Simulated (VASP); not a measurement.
# Sn (Fd-3m) in VASP: a series of runs

Sn is run at these levels: PBE+D3(BJ); tasks: single point.

All numbers are computed with VASP 6.6.1; they aren't measurements. Logs are shortened: lines on timing, memory, paths and dates and some standing lists are left out, and cuts for length are marked.

### Step 1. The cell of the first run

The structure is cubic, space group Fd-3m (No. 227). Conventional cell: a = 6.197 Å, b = 6.197 Å, c = 6.197 Å, α = 90.00°, β = 90.00°, γ = 90.00°. Sn (site symmetry -43m) has 4 Sn at 2.68 Å within 3.5 Å.

### Step 2. Single point, PBE+D3(BJ)

INCAR reads:

```
SYSTEM = Sn
ALGO = Normal
EDIFF = 1E-6
ENCUT = 520
GGA = PE
ISIF = 2
ISMEAR = 1
IVDW = 12
LASPH = .TRUE.
LCHARG = .FALSE.
LREAL = .FALSE.
LWAVE = .FALSE.
NBANDS = 21
NELM = 60
PREC = Accurate
SIGMA = 0.2
```

KPOINTS reads:

```
k-points
0
G
  8 8 8
  0 0 0
```

POSCAR reads:

```
Sn
1.0
    0.0000000000      3.0984578961      3.0984578961
    3.0984578961      0.0000000000      3.0984578961
    3.0984578961      3.0984578961      0.0000000000
Sn
2
Direct
    0.0000000000      0.0000000000      0.0000000000
    0.2500000000      0.2500000000      0.2500000000
```

Potentials or basis: VASP PAW PBE potentials, release 64 (Sn_d).

Launch:

```
$ cat potpaw_PBE.64/Sn_d/POTCAR > POTCAR
$ mpirun -np 1 vasp_std > vasp.out
```

OUTCAR:

```text
SYSTEM = Sn
   EDIFF = 1E-6
   ENCUT = 520
   GGA = PE
   ISIF = 2
   ISMEAR = 1
   IVDW = 12
   LASPH = .TRUE.
   LREAL = .FALSE.
   NELM = 60
   PREC = Accurate
 IVDW          = 12

 ion  position               nearest neighbor table
   1  0.000  0.000  0.000-   2 2.68   2 2.68   2 2.68   2 2.68
   2  0.250  0.250  0.250-   1 2.68   1 2.68   1 2.68   1 2.68

  LATTYP: Found a face centered cubic cell.
 ALAT       =     6.1969157922

  Lattice vectors:

 A1 = (   0.0000000000,   3.0984578961,   3.0984578961)
 A2 = (   3.0984578961,   0.0000000000,   3.0984578961)
 A3 = (   3.0984578961,   3.0984578961,   0.0000000000)

Analysis of symmetry for initial positions (statically):
=====================================================================
 Subroutine PRICEL returns:
 Original cell was already a primitive cell.

 Routine SETGRP: Setting up the symmetry group for a
 face centered cubic supercell.

 Subroutine GETGRP returns: Found 48 space group operations
 (whereof 24 operations were pure point group operations)
 out of a pool of 48 trial point group operations.

The static configuration has the point symmetry T_d .
 The point group associated with its full space group is O_h .

Analysis of symmetry for dynamics (positions and initial velocities):
=====================================================================
 Subroutine PRICEL returns:
 Original cell was already a primitive cell.

 Routine SETGRP: Setting up the symmetry group for a
 face centered cubic supercell.

 Subroutine GETGRP returns: Found 48 space group operations
 (whereof 24 operations were pure point group operations)
 out of a pool of 48 trial point group operations.

The dynamic configuration has the point symmetry T_d .
 The point group associated with its full space group is O_h .

 Subroutine INISYM returns: Found 48 space group operations
 (whereof 24 operations are pure point group operations),
 and found     1 'primitive' translations

----------------------------------------------------------------------------------------

                                     Primitive cell

  volume of cell :      59.4931

  direct lattice vectors                    reciprocal lattice vectors
     0.000000000  3.098457896  3.098457896    -0.161370597  0.161370597  0.161370597
     3.098457896  0.000000000  3.098457896     0.161370597 -0.161370597  0.161370597
     3.098457896  3.098457896  0.000000000     0.161370597  0.161370597 -0.161370597

  length of vectors
     4.381881179  4.381881179  4.381881179     0.279502073  0.279502073  0.279502073

  position of ions in fractional coordinates (direct lattice)
     0.000000000  0.000000000  0.000000000
     0.250000000  0.250000000  0.250000000

  ion indices of the primitive-cell ions
   primitive index   ion index
                 1           1
                 2           2

----------------------------------------------------------------------------------------

 KPOINTS: k-points

Automatic generation of k-mesh.
 Grid dimensions read from file:
 generate k-points for:    8    8    8

 Generating k-lattice:

  Cartesian coordinates                     Fractional coordinates (reciprocal lattice)
    -0.020171325  0.020171325  0.020171325     0.125000000  0.000000000  0.000000000
     0.020171325 -0.020171325  0.020171325     0.000000000  0.125000000  0.000000000
     0.020171325  0.020171325 -0.020171325     0.000000000  0.000000000  0.125000000

  Length of vectors
     0.034937759  0.034937759  0.034937759

  Shift w.r.t. Gamma in fractional coordinates (k-lattice)
     0.000000000  0.000000000  0.000000000

 Subroutine IBZKPT returns following result:
 ===========================================

 Found     29 irreducible k-points:

 Following reciprocal coordinates:
            Coordinates               Weight
  0.000000  0.000000  0.000000      1.000000
  0.125000  0.000000  0.000000      8.000000
  0.250000  0.000000  0.000000      8.000000
  0.375000  0.000000  0.000000      8.000000
  0.500000  0.000000  0.000000      4.000000
  0.125000  0.125000  0.000000      6.000000
[... 16 lines left out ...]
  0.500000  0.250000  0.125000     48.000000
 -0.375000  0.250000  0.125000     24.000000
 [... further k-points ...]
   k-points           NKPTS =     29   k-points in BZ     NKDIM =     29   number of bands    NBANDS=     21
   number of dos      NEDOS =    301   number of ions     NIONS =      2
   total plane-waves  NPLWV =  46656
   dimension x,y,z NGX =    36 NGY =   36 NGZ =   36
   dimension x,y,z NGXF=    72 NGYF=   72 NGZF=   72
   ions per type =               2
   NGX,Y,Z   is equivalent  to a cutoff of  13.66, 13.66, 13.66 a.u.
   NGXF,Y,Z  is equivalent  to a cutoff of  27.32, 27.32, 27.32 a.u.
 SYSTEM =  Sn
   PREC   = accura    normal or accurate (medium, high low for compatibility)
   ISTART =      0    job   : 0-new  1-cont  2-samecut
   ICHARG =      2    charge: 1-file 2-atom 10-const
   ISPIN  =      1    spin polarized calculation?
   LNONCOLLINEAR =      F non collinear calculations
   LSORBIT =      F    spin-orbit coupling
   LASPH  =      T    aspherical Exc in radial PAW
   ENCUT  =  520.0 eV  38.22 Ry    6.18 a.u.   8.15  8.15  8.15*2*pi/ulx,y,z
   NELM   =     60;   NELMIN=  2; NELMDL= -5     # of ELM steps
   EDIFF  = 0.1E-05   stopping-criterion for ELM
   LREAL  =      F    real-space projection
   EDIFFG = 0.1E-04   stopping-criterion for IOM
   NSW    =      0    number of steps for IOM
   IBRION =     -1    ionic relax: 0-MD 1-quasi-New 2-CG
   NFREE  =      0    steps in history (QN), initial steepest desc. (CG)
   ISIF   =      2    stress and relaxation
   ISYM   =      2    0-nonsym 1-usesym 2-fastsym
   POTIM  = 0.5000    time-step for ionic-motion
   TEBEG  =    0.0;   TEEND  =   0.0 temperature during run
   PSTRESS=    0.0 pullay stress
   NELECT =      28.0000    total number of electrons
   NUPDOWN=      -1.0000    fix difference up-down
   EMIN   =  10.00;   EMAX   =-10.00  energy-range for DOS
   EFERMI =   0.00;   METHOD = LEGACY
   ISMEAR =     1;   SIGMA  =   0.20  broadening in eV -4-tet -1-fermi 0-gaus
   EFERMI_NEDOS =   21; number of points for ismear=-14 and -15
   IALGO  =     38    algorithm
   IMIX   =      4    mixing-type and parameters
     AMIX     =   0.40;   BMIX     =  1.00
     AMIX_MAG =   1.60;   BMIX_MAG =  1.00
  volume/ion in A,a.u.               =      29.75       200.74
  Fermi-wavevector in a.u.,A,eV,Ry     =   1.273421  2.406416 22.063212  1.621600
  Thomas-Fermi vector in A             =   2.406245
   LORBIT       =      0    0 simple, 1 ext, 2 COOP (PROOUT), +10 PAW based schemes
   GGA     = PE    functional components
   LHFCALC =     F    Hartree Fock is set to
   AEXX    =    0.0000 exact exchange contribution
   IVDW    =    12    specifies the selected vdW correction
   LEPSILON=     F    determine dielectric tensor
   LRPA    =     F    only Hartree local field effects (RPA)
 non-spin polarized calculation
 Methfessel and Paxton  Order N= 1 SIGMA  =   0.20
  energy-cutoff  :      520.00
  volume of cell :       59.49
 maximum number of plane-waves:      1639
 NGX is ok and might be reduce to    36
   NGX = 17   NGY = 17   NGZ = 17

 number of electron      27.9999998 magnetization

 Free energy of the ion-electron system (eV)
  ---------------------------------------------------
  ext. energy  EPLUGINS =         0.00000000
  ---------------------------------------------------
  free energy    TOTEN  =        -7.22263399 eV

  energy without entropy =       -7.22313849  energy(sigma->0) =       -7.22280216

 E-fermi :   7.4432     XC(G=0):  -9.4984

 val. band max:        7.3265449019   @ k =   0.0000   0.0000   0.0000
 cond. band min:       7.5333649914   @ k =   0.5000   0.0000   0.0000
 fundamental gap:      0.2068200895
 Fermi energy:         7.4432219921

 k-point     1 :       0.0000    0.0000    0.0000
  band No.  band energies     occupation
      1     -14.7983      2.00000
      2     -14.7983      2.00000
      3     -14.7983      2.00000
      4     -14.7175      2.00000
      5     -14.7175      2.00000
      6     -14.2749      2.00000
[... 13 lines left out ...]
     20      15.5447      0.00000
     21      15.5764      0.00000

 k-point     2 :       0.1250    0.0000    0.0000
  band No.  band energies     occupation
      1     -14.8145      2.00000
      2     -14.8145      2.00000
      3     -14.7934      2.00000
      4     -14.6944      2.00000
      5     -14.6944      2.00000
      6     -14.2994      2.00000
[... 13 lines left out ...]
     20      14.4283      0.00000
     21      14.4283      0.00000

 k-point     3 :       0.2500    0.0000    0.0000
  band No.  band energies     occupation
      1     -14.8355      2.00000
      2     -14.8355      2.00000
      3     -14.7814      2.00000
      4     -14.6587      2.00000
      5     -14.6586      2.00000
      6     -14.3284      2.00000
[... 13 lines left out ...]
     20      14.2298      0.00000
     21      14.2298      0.00000

 k-point     4 :       0.3750    0.0000    0.0000
  band No.  band energies     occupation
      1     -14.8465      2.00000
      2     -14.8465      2.00000
      3     -14.7689      2.00000
      4     -14.6363      2.00000
      5     -14.6363      2.00000
      6     -14.3436      2.00000
[... 13 lines left out ...]
     20      15.2148      0.00000
     21      15.2148      0.00000

 k-point     5 :       0.5000    0.0000    0.0000
  band No.  band energies     occupation
      1     -14.8494      2.00000
      2     -14.8494      2.00000
      3     -14.7636      2.00000
      4     -14.6301      2.00000
      5     -14.6301      2.00000
      6     -14.3470      2.00000
[... 13 lines left out ...]
     20      16.4212      0.00000
     21      16.4212      0.00000
[... 382 lines left out ...]
     20      17.6328      0.00000
     21      18.2616      0.00000

 k-point    22 :       0.3750    0.2500    0.1250
  band No.  band energies     occupation
      1     -14.8569      2.00000
      2     -14.8529      2.00000
      3     -14.7638      2.00000
      4     -14.6424      2.00000
      5     -14.5842      2.00000
      6     -14.4382      2.00000
[... 13 lines left out ...]
     20      15.6252      0.00000
     21      16.0973      0.00000

 k-point    23 :       0.5000    0.2500    0.1250
  band No.  band energies     occupation
      1     -14.8822      2.00000
      2     -14.8658      2.00000
      3     -14.7192      2.00000
      4     -14.6111      2.00000
      5     -14.5573      2.00000
      6     -14.4571      2.00000
[... 13 lines left out ...]
     20      15.5032      0.00000
     21      16.6574      0.00000

 k-point    24 :      -0.3750    0.2500    0.1250
  band No.  band energies     occupation
      1     -14.8930      2.00000
      2     -14.8688      2.00000
      3     -14.6987      2.00000
      4     -14.5880      2.00000
      5     -14.5603      2.00000
      6     -14.4477      2.00000
[... 13 lines left out ...]
     20      15.9861      0.00000
     21      16.8438      0.00000

 [... further k-points ...]

------------------------ aborting loop because EDIFF is reached ----------------------------------------

 Edisp (eV)   -0.71467

 E8    (eV) :    -0.3476

  FORCE on cell =-STRESS in cart. coord.  units (eV):
  Direction    XX          YY          ZZ          XY          YZ          ZX
  --------------------------------------------------------------------------------------
  -------------------------------------------------------------------------------------
  Total       3.97410     3.97410     3.97410    -0.00000     0.00000    -0.00000
  in kB     107.02447   107.02447   107.02447    -0.00000     0.00000    -0.00000
  external pressure =      107.02 kB  Pullay stress =        0.00 kB

 VOLUME and BASIS-vectors are now :
 -----------------------------------------------------------------------------
  energy-cutoff  :      520.00
  volume of cell :       59.49
      direct lattice vectors                 reciprocal lattice vectors
     0.000000000  3.098457896  3.098457896    -0.161370597  0.161370597  0.161370597
     3.098457896  0.000000000  3.098457896     0.161370597 -0.161370597  0.161370597
     3.098457896  3.098457896  0.000000000     0.161370597  0.161370597 -0.161370597

 POSITION                                       TOTAL-FORCE (eV/Angst)
 -----------------------------------------------------------------------------------
      0.00000      0.00000      0.00000         0.000000      0.000000      0.000000
      1.54923      1.54923      1.54923        -0.000000     -0.000000     -0.000000
 -----------------------------------------------------------------------------------
    total drift:                                0.000000      0.000000      0.000000

  FREE ENERGIE OF THE ION-ELECTRON SYSTEM (eV)
  ---------------------------------------------------
  free  energy   TOTEN  =        -7.9372992981 eV

  energy  without entropy=       -7.9378038033  energy(sigma->0) =       -7.93746747
```

Wall time 87 s (1 thread of AMD EPYC 7R13, shared host); peak memory 0.19 GiB.

What came out:

| Property | Result |
| --- | --- |
| Free energy | -7.9373 eV |
| Pressure | 10.7 GPa |
| Band gap on the k mesh | 0.21 eV, indirect (least direct gap 0.28 eV) |
| Dispersion energy per atom | -0.357 eV |

Levels at points of the mesh, in eV from the valence-band top:
| k point | band 10 | band 11 | band 12 | band 13 | band 14 | band 15 | band 16 | band 17 | band 18 | band 19 |
| --- | --- | --- | --- | --- | --- | --- | --- | --- | --- | --- |
| (0.00, 0.00, 0.00) | -21.57 | -11.71 | 0.00 | 0.00 | 0.00 | 0.28 | 2.07 | 2.07 | 2.07 | 4.99 |
| (0.50, 0.00, 0.00) | -21.51 | -9.78 | -7.00 | -1.44 | -1.44 | 0.21 | 3.17 | 3.17 | 5.40 | 9.07 |
| (0.50, 0.50, 0.00) | -21.48 | -8.13 | -8.13 | -3.05 | -3.05 | 0.54 | 0.54 | 8.54 | 8.54 | 10.31 |

Caveat: three body term missing; spin-orbit coupling is left out, which moves the levels of the heavy elements.

### Step 3. Single point, PBE+D3(BJ)

This run uses another cell than the first one, of 31.10 Å³/atom, 1.045 times its volume.

INCAR: that of step 2 with these lines changed.

```diff
@@ -13,3 +13,3 @@
 NBANDS = 21
-NELM = 60
+NELM = 80
 PREC = Accurate
```

KPOINTS is that of step 2.

POSCAR reads:

```
Sn
1.0
    0.0000000000      3.1447103554      3.1447103554
    3.1447103554      0.0000000000      3.1447103554
    3.1447103554      3.1447103554      0.0000000000
Sn
2
Direct
    0.0000000000      0.0000000000      0.0000000000
    0.2500000000      0.2500000000      0.2500000000
```

Potentials or basis: VASP PAW PBE potentials, release 64 (Sn_d).

Launch:

```
$ cat potpaw_PBE.64/Sn_d/POTCAR > POTCAR
$ mpirun -np 1 vasp_std > vasp.out
```

Run time: 87 s. Hardware: 1 thread of AMD EPYC 7R13, shared host; peak memory 0.19 GiB.

Results (log left out):

```
Free energy                : -8.0879 eV
Pressure                   : 7.2 GPa
Band gap on the k mesh     : zero (filled and empty bands touch)
Dispersion energy per atom : -0.341 eV
```

Levels at points of the mesh, in eV from the Fermi level:
```
           k point  band 11  band 12  band 13  band 14  band 15  band 16  band 17  band 18
(0.00, 0.00, 0.00)   -11.37    -0.06     0.00     0.00     0.00     2.07     2.07     2.07
(0.50, 0.00, 0.00)    -9.54    -6.79    -1.37    -1.37     0.10     3.17     3.17     5.46
(0.50, 0.50, 0.00)    -7.95    -7.95    -2.88    -2.88     0.61     0.61     8.24     8.24
```

Caveat: three body term missing; spin-orbit coupling is left out, which moves the levels of the heavy elements; pairwise dispersion overbinds metals, which lowers pressure and volume.
